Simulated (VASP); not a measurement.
A run of VASP 6.6.1:

Contents of POSCAR:

```
C
1.0
    0.0000000000      1.7592674508      1.7592674508
    1.7592674508      0.0000000000      1.7592674508
    1.7592674508      1.7592674508      0.0000000000
C
2
Direct
    0.7500000000      0.7500000000      0.7500000000
    0.5000000000      0.5000000000      0.5000000000
```

The input INCAR.step1:

```
ALGO = Normal
EDIFF = 1E-5
ENCUT = 520
GGA = PE
ISIF = 2
ISMEAR = -1
LASPH = T
LCHARG = F
LREAL = F
LWAVE = T
NBANDS = 11
NELM = 80
PREC = Accurate
SIGMA = 0.05
```

File INCAR.step2:

```
AEXX = 0.25
ALGO = Normal
EDIFF = 1E-7
ENCUT = 520
GGA = PS
HFSCREEN = 0.207
ISIF = 2
ISMEAR = -1
ISTART = 1
LASPH = T
LCHARG = F
LHFCALC = T
LREAL = F
LWAVE = F
NBANDS = 11
NELM = 80
PREC = Accurate
PRECFOCK = Normal
SIGMA = 0.05
```

The input KPOINTS:

```
k-points
0
Gamma
  7 7 7
```

Potentials or basis: VASP PAW PBE potentials, release 64 (C).

Run with:

```sh
$ cat potpaw_PBE.64/C/POTCAR > POTCAR
$ cp INCAR.step1 INCAR
$ mpirun -np 1 vasp_std > vasp.out
$ cp INCAR.step2 INCAR
$ mpirun -np 1 vasp_std > vasp.out
```

Hardware: 1 thread of AMD EPYC 9R45 96-Core Processor (Zen 5) (shared host).

Q: Estimate the wall time of this run.

A: It took 2.9 min on 1 thread of AMD EPYC 9R45 96-Core Processor (Zen 5), on a shared host, peak memory 0.19 GiB. Counts: k points 20.
